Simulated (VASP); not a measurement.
# SrCd3 (Fm-3m) in VASP: notebook

The runs below take SrCd3 through single point, relaxation of volume and atoms at fixed shape, with LDA.

Program: VASP 6.6.1. These are calculated values, not measurements. Logs are shortened: lines on timing, memory, paths and dates and some standing lists are left out, and cuts for length are marked.

### 1 The cell of the first run

It takes space group Fm-3m (No. 225, cubic). Conventional cell: a = 7.205 Å, b = 7.205 Å, c = 7.205 Å, α = 90.00°, β = 90.00°, γ = 90.00°. Sr (site symmetry m-3m) has 14 Cd at 3.12 to 3.60 Å within 4.1 Å. Within 4.1 Å of Cd (site symmetry -43m) lie 4 Sr at 3.12 Å and 10 Cd at 3.12 to 3.60 Å. Cd (site symmetry m-3m) has 8 Cd at 3.12 Å and 6 Sr at 3.60 Å within 4.1 Å.

### 2 Single point, LDA

INCAR reads:

```
SYSTEM = SrCd3
ALGO     = Normal         ! electronic algorithm
EDIFF    = 1E-6           ! SCF threshold, eV
ENCUT    = 500            ! plane-wave cutoff, eV
GGA      = CA             ! functional
GGA_COMPAT= .False.      
ISIF     = 2              ! what is computed and relaxed
ISMEAR   = -1             ! smearing method
LASPH    = .True.         ! aspherical terms in the spheres
LCHARG   = .False.        ! write CHGCAR
LREAL    = .False.        ! projectors in reciprocal space
LWAVE    = .False.        ! write WAVECAR
NBANDS   = 31             ! bands
NELM     = 120            ! most SCF steps
PREC     = Accurate       ! precision mode
SIGMA    = 0.1            ! smearing width, eV
```

KPOINTS reads:

```
k-points
0
Gamma
  10 10 10
  0 0 0
```

POSCAR reads:

```
SrCd3
1.0
    0.0000000000      3.6024634951      3.6024634951
    3.6024634951      0.0000000000      3.6024634951
    3.6024634951      3.6024634951      0.0000000000
Sr Cd
1 3
Direct
    0.0000000000      0.0000000000      0.0000000000
    0.2500000000      0.2500000000      0.2500000000
    0.7500000000      0.7500000000      0.7500000000
    0.5000000000      0.5000000000      0.5000000000
```

Potentials or basis: VASP PAW LDA potentials, release 64 (Sr_sv, Cd).

Started as:

```sh
cat potpaw_LDA.64/Sr_sv/POTCAR potpaw_LDA.64/Cd/POTCAR > POTCAR
mpirun -np 1 vasp_std > vasp.out
```

OUTCAR:

```text
SYSTEM = SrCd3
   EDIFF = 1E-6
   ENCUT = 500
   GGA = CA
   ISIF = 2
   ISMEAR = -1
   LASPH = .True.
   LREAL = .False.
   NELM = 120
   PREC = Accurate

 ion  position               nearest neighbor table
   1  0.000  0.000  0.000-   3 3.12   3 3.12   3 3.12   2 3.12   2 3.12   2 3.12   3 3.12   2 3.12
                             4 3.60   4 3.60   4 3.60   4 3.60   4 3.60   4 3.60
   2  0.250  0.250  0.250-   1 3.12   1 3.12   1 3.12   4 3.12   4 3.12   4 3.12   4 3.12   1 3.12
                             3 3.60   3 3.60   3 3.60   3 3.60   3 3.60   3 3.60
   3  0.750  0.750  0.750-   4 3.12   4 3.12   4 3.12   1 3.12   1 3.12   1 3.12   4 3.12   1 3.12
                             2 3.60   2 3.60   2 3.60   2 3.60   2 3.60   2 3.60
   4  0.500  0.500  0.500-   2 3.12   2 3.12   2 3.12   3 3.12   3 3.12   3 3.12   3 3.12   2 3.12
                             1 3.60   1 3.60   1 3.60   1 3.60   1 3.60   1 3.60

  LATTYP: Found a face centered cubic cell.
 ALAT       =     7.2049269902

  Lattice vectors:

 A1 = (   0.0000000000,   3.6024634951,   3.6024634951)
 A2 = (   3.6024634951,   0.0000000000,   3.6024634951)
 A3 = (   3.6024634951,   3.6024634951,   0.0000000000)

Analysis of symmetry for initial positions (statically):
=====================================================================
 Subroutine PRICEL returns:
 Original cell was already a primitive cell.

 Routine SETGRP: Setting up the symmetry group for a
 face centered cubic supercell.

 Subroutine GETGRP returns: Found 48 space group operations
 (whereof 48 operations were pure point group operations)
 out of a pool of 48 trial point group operations.

The static configuration has the point symmetry O_h .

Analysis of symmetry for dynamics (positions and initial velocities):
=====================================================================
 Subroutine PRICEL returns:
 Original cell was already a primitive cell.

 Routine SETGRP: Setting up the symmetry group for a
 face centered cubic supercell.

 Subroutine GETGRP returns: Found 48 space group operations
 (whereof 48 operations were pure point group operations)
 out of a pool of 48 trial point group operations.

The dynamic configuration has the point symmetry O_h .

 Subroutine INISYM returns: Found 48 space group operations
 (whereof 48 operations are pure point group operations),
 and found     1 'primitive' translations

----------------------------------------------------------------------------------------

                                     Primitive cell

  volume of cell :      93.5037

  direct lattice vectors                    reciprocal lattice vectors
     0.000000000  3.602463495  3.602463495    -0.138793912  0.138793912  0.138793912
     3.602463495  0.000000000  3.602463495     0.138793912 -0.138793912  0.138793912
     3.602463495  3.602463495  0.000000000     0.138793912  0.138793912 -0.138793912

  length of vectors
     5.094652733  5.094652733  5.094652733     0.240398107  0.240398107  0.240398107

  position of ions in fractional coordinates (direct lattice)
     0.000000000  0.000000000  0.000000000
     0.250000000  0.250000000  0.250000000
     0.750000000  0.750000000  0.750000000
     0.500000000  0.500000000  0.500000000

  ion indices of the primitive-cell ions
   primitive index   ion index
                 1           1
                 2           2
                 3           3
                 4           4

----------------------------------------------------------------------------------------

 KPOINTS: k-points

Automatic generation of k-mesh.
 Grid dimensions read from file:
 generate k-points for:   10   10   10

 Generating k-lattice:

  Cartesian coordinates                     Fractional coordinates (reciprocal lattice)
    -0.013879391  0.013879391  0.013879391     0.100000000  0.000000000  0.000000000
     0.013879391 -0.013879391  0.013879391     0.000000000  0.100000000  0.000000000
     0.013879391  0.013879391 -0.013879391     0.000000000  0.000000000  0.100000000

  Length of vectors
     0.024039811  0.024039811  0.024039811

  Shift w.r.t. Gamma in fractional coordinates (k-lattice)
     0.000000000  0.000000000  0.000000000

 Subroutine IBZKPT returns following result:
 ===========================================

 Found     47 irreducible k-points:

 Following reciprocal coordinates:
            Coordinates               Weight
  0.000000  0.000000  0.000000      1.000000
  0.100000  0.000000  0.000000      8.000000
  0.200000  0.000000  0.000000      8.000000
  0.300000  0.000000  0.000000      8.000000
  0.400000  0.000000  0.000000      8.000000
  0.500000  0.000000  0.000000      4.000000
[... 16 lines left out ...]
  0.300000  0.300000  0.000000      6.000000
  0.400000  0.300000  0.000000     24.000000
 [... further k-points ...]
   k-points           NKPTS =     47   k-points in BZ     NKDIM =     47   number of bands    NBANDS=     31
   number of dos      NEDOS =    301   number of ions     NIONS =      4
   total plane-waves  NPLWV =  64000
   dimension x,y,z NGX =    40 NGY =   40 NGZ =   40
   dimension x,y,z NGXF=    80 NGYF=   80 NGZF=   80
   ions per type =               1   3
   NGX,Y,Z   is equivalent  to a cutoff of  13.05, 13.05, 13.05 a.u.
   NGXF,Y,Z  is equivalent  to a cutoff of  26.11, 26.11, 26.11 a.u.
 SYSTEM =  SrCd3
   PREC   = accura    normal or accurate (medium, high low for compatibility)
   ISTART =      0    job   : 0-new  1-cont  2-samecut
   ICHARG =      2    charge: 1-file 2-atom 10-const
   ISPIN  =      1    spin polarized calculation?
   LNONCOLLINEAR =      F non collinear calculations
   LSORBIT =      F    spin-orbit coupling
   LASPH  =      T    aspherical Exc in radial PAW
   ENCUT  =  500.0 eV  36.75 Ry    6.06 a.u.   9.29  9.29  9.29*2*pi/ulx,y,z
   NELM   =    120;   NELMIN=  2; NELMDL= -5     # of ELM steps
   EDIFF  = 0.1E-05   stopping-criterion for ELM
   LREAL  =      F    real-space projection
   EDIFFG = 0.1E-04   stopping-criterion for IOM
   NSW    =      0    number of steps for IOM
   IBRION =     -1    ionic relax: 0-MD 1-quasi-New 2-CG
   NFREE  =      0    steps in history (QN), initial steepest desc. (CG)
   ISIF   =      2    stress and relaxation
   ISYM   =      2    0-nonsym 1-usesym 2-fastsym
   POTIM  = 0.5000    time-step for ionic-motion
   TEBEG  =    0.0;   TEEND  =   0.0 temperature during run
   PSTRESS=    0.0 pullay stress
   NELECT =      46.0000    total number of electrons
   NUPDOWN=      -1.0000    fix difference up-down
   EMIN   =  10.00;   EMAX   =-10.00  energy-range for DOS
   EFERMI =   0.00;   METHOD = LEGACY
   ISMEAR =    -1;   SIGMA  =   0.10  broadening in eV -4-tet -1-fermi 0-gaus
   EFERMI_NEDOS =   21; number of points for ismear=-14 and -15
   IALGO  =     38    algorithm
   IMIX   =      4    mixing-type and parameters
     AMIX     =   0.40;   BMIX     =  1.00
     AMIX_MAG =   1.60;   BMIX_MAG =  1.00
  volume/ion in A,a.u.               =      23.38       157.75
  Fermi-wavevector in a.u.,A,eV,Ry     =   1.292363  2.442212 22.724480  1.670202
  Thomas-Fermi vector in A             =   2.424076
   LORBIT       =      0    0 simple, 1 ext, 2 COOP (PROOUT), +10 PAW based schemes
   GGA     = CA    functional components
   LHFCALC =     F    Hartree Fock is set to
   AEXX    =    0.0000 exact exchange contribution
   IVDW    =     0    specifies the selected vdW correction
   LEPSILON=     F    determine dielectric tensor
   LRPA    =     F    only Hartree local field effects (RPA)
 non-spin polarized calculation
  energy-cutoff  :      500.00
  volume of cell :       93.50
 maximum number of plane-waves:      2421
 NGX is ok and might be reduce to    40
   NGX = 19   NGY = 19   NGZ = 19

 number of electron      45.9999989 magnetization

 Free energy of the ion-electron system (eV)
  ---------------------------------------------------
  ext. energy  EPLUGINS =         0.00000000
  ---------------------------------------------------
  free energy    TOTEN  =        -7.53446022 eV

  energy without entropy =       -7.48075475  energy(sigma->0) =       -7.50760749

 E-fermi :   2.8145     XC(G=0): -10.9209

 val. band max:        2.7743429213   @ k =   0.3000   0.2000   0.0000
 cond. band min:       2.8356906431   @ k =  -0.3000   0.2000   0.0000
 fundamental gap:      0.0613477218
 Fermi energy:         2.8145462029

 k-point     1 :       0.0000    0.0000    0.0000
  band No.  band energies     occupation
      1     -32.1493      2.00000
      2     -14.4131      2.00000
      3     -14.4131      2.00000
      4     -14.4131      2.00000
      5      -6.3838      2.00000
      6      -6.3838      2.00000
[... 23 lines left out ...]
     30       6.3132      0.00000
     31       9.2195      0.00000

 k-point     2 :       0.1000    0.0000    0.0000
  band No.  band energies     occupation
      1     -32.1491      2.00000
      2     -14.4183      2.00000
      3     -14.4136      2.00000
      4     -14.4136      2.00000
      5      -6.3611      2.00000
      6      -6.3611      2.00000
[... 23 lines left out ...]
     30       6.9840      0.00000
     31       8.5221      0.00000

 k-point     3 :       0.2000    0.0000    0.0000
  band No.  band energies     occupation
      1     -32.1487      2.00000
      2     -14.4318      2.00000
      3     -14.4148      2.00000
      4     -14.4148      2.00000
      5      -6.2975      2.00000
      6      -6.2975      2.00000
[... 23 lines left out ...]
     30       7.8499      0.00000
     31       8.5147      0.00000

 k-point     4 :       0.3000    0.0000    0.0000
  band No.  band energies     occupation
      1     -32.1481      2.00000
      2     -14.4481      2.00000
      3     -14.4163      2.00000
      4     -14.4163      2.00000
      5      -6.2273      2.00000
      6      -6.2091      2.00000
[... 635 lines left out ...]
     30       8.2009      0.00000
     31       8.9832      0.00000

 k-point    23 :       0.3000    0.3000    0.0000
  band No.  band energies     occupation
      1     -32.1477      2.00000
      2     -14.4516      2.00000
      3     -14.4186      2.00000
      4     -14.4186      2.00000
      5      -6.2379      2.00000
      6      -6.2249      2.00000
[... 23 lines left out ...]
     30       7.7182      0.00000
     31       8.5146      0.00000

 k-point    24 :       0.4000    0.3000    0.0000
  band No.  band energies     occupation
      1     -32.1473      2.00000
      2     -14.4573      2.00000
      3     -14.4218      2.00000
      4     -14.4197      2.00000
      5      -6.2738      2.00000
      6      -6.2391      2.00000
[... 23 lines left out ...]
     30       8.5234      0.00000
     31       9.3570      0.00000

 [... further k-points ...]
[... 5 lines left out ...]
  --------------------------------------------------------------------------------------
  -------------------------------------------------------------------------------------
  Total        0.2224800      0.2224800      0.2224800     -0.0000000      0.0000000      0.0000000
  in kB        3.8121744      3.8121744      3.8121744     -0.0000000      0.0000000      0.0000000
  external PRESSURE =       3.8121744 kB  Pullay stress =       0.0000000 kB

 VOLUME and BASIS-vectors are now :
 -----------------------------------------------------------------------------
  energy-cutoff  :      500.00
  volume of cell :       93.50
      direct lattice vectors                 reciprocal lattice vectors
     0.000000000  3.602463495  3.602463495    -0.138793912  0.138793912  0.138793912
     3.602463495  0.000000000  3.602463495     0.138793912 -0.138793912  0.138793912
     3.602463495  3.602463495  0.000000000     0.138793912  0.138793912 -0.138793912

 POSITION                                       TOTAL-FORCE (eV/Angst)
 -----------------------------------------------------------------------------------
      0.00000      0.00000      0.00000         0.000000      0.000000      0.000000
      1.80123      1.80123      1.80123         0.000000      0.000000      0.000000
      5.40370      5.40370      5.40370        -0.000000     -0.000000     -0.000000
      3.60246      3.60246      3.60246         0.000000      0.000000      0.000000
 -----------------------------------------------------------------------------------
    total drift:                               -0.000000      0.000000      0.000000

  FREE ENERGIE OF THE ION-ELECTRON SYSTEM (eV)
  ---------------------------------------------------
  free  energy   TOTEN  =        -7.5344602173 eV

  energy  without entropy=       -7.4807547535  energy(sigma->0) =       -7.50760749
```

It took 97 s on 1 thread of Intel Xeon Platinum 8259CL at 2.50GHz (Skylake/Cascade Lake), shared host; peak memory 0.27 GiB.

Results:

- Free energy: -7.5345 eV
- Pressure: 0.4 GPa
- Band gap on the k mesh: zero (bands 23 and 24 overlap by 1.21 eV)

### 3 Relaxation of volume and atoms at fixed shape, LDA

This run uses another cell than the first one, of 25.71 Å³/atom.

INCAR reads:

```
PREC = Accurate
ENCUT = 500
EDIFF = 1E-7
ISMEAR = -1
SIGMA = 0.1
LREAL = False
LASPH = True
NELM = 120
ALGO = Normal
ISIF = 8
LWAVE = False
LCHARG = False
IBRION = 2
NSW = 80
EDIFFG = -0.01
GGA_COMPAT = False
NELMIN = 4
```

KPOINTS reads:

```
Automatic mesh
0
Gamma
  10 10 10
```

POSCAR reads:

```
SrCd3
1.0
    0.0000000000      3.7187615000      3.7187615000
    3.7187615000      0.0000000000      3.7187615000
    3.7187615000      3.7187615000      0.0000000000
Sr Cd
1 3
Direct
    0.0000000000      0.0000000000      0.0000000000
    0.2500000000      0.2500000000      0.2500000000
    0.7500000000      0.7500000000      0.7500000000
    0.5000000000      0.5000000000      0.5000000000
```

Potentials or basis: VASP PAW LDA potentials, release 64 (Sr_sv, Cd).

Started as:

```sh
cat potpaw_LDA.64/Sr_sv/POTCAR potpaw_LDA.64/Cd/POTCAR > POTCAR
mpirun -np 1 vasp_std > vasp.out
```

Wall time 4 min (1 thread of Intel Xeon Platinum 8259CL at 2.50GHz (Skylake/Cascade Lake), shared host); peak memory 0.28 GiB.

It converged, with:

```yaml
Free_energy: -7.5360 eV
Relaxed_volume: 23.56 Å³/atom
Relaxed_cell: a = 5.108 Å, b = 5.108 Å, c = 5.108 Å, α = 60.00°, β = 60.00°, γ = 60.00°
Space_group_after_relaxing_to_0.1_Å: Fm-3m (No. 225)
Energy_gained_by_relaxing: 25.2 meV/atom
Ionic_steps: 3
Pressure_after_relaxing: 0.0 GPa
Band_gap_on_the_k_mesh: zero (bands 23 and 24 overlap by 1.21 eV)
```

The path:
| step | energy change (eV) | largest force (eV/Å) | pressure (GPa) | volume (Å³) |
| --- | --- | --- | --- | --- |
| 1 | 0.0000 | 0.0000 | -3.41 | 102.85 |
| 2 | -0.0999 | 0.0000 | -0.35 | 94.92 |
| 3 | -0.1007 | 0.0000 | -0.01 | 94.24 |

Final structure:
```
Sr Cd
1.0
     0.00000    3.61190    3.61190
     3.61190    0.00000    3.61190
     3.61190    3.61190    0.00000
Sr Cd
1 3
Direct
  0.00000 0.00000 0.00000
  0.25000 0.25000 0.25000
  0.75000 0.75000 0.75000
  0.50000 0.50000 0.50000
```

Levels at points of the mesh, in eV from the Fermi level:
```csv
k point,band 21,band 22,band 23,band 24,band 25,band 26
"(0.00, 0.00, 0.00)",0.14,0.14,0.14,0.45,2.68,2.68
"(0.50, 0.00, 0.00)",-4.94,-0.30,-0.30,0.56,2.05,3.00
"(0.50, 0.50, 0.00)",-4.10,-2.34,-0.73,-0.73,2.02,3.44
```

The gap in the log of VASP goes by the Fermi energy; the results here count the filled bands.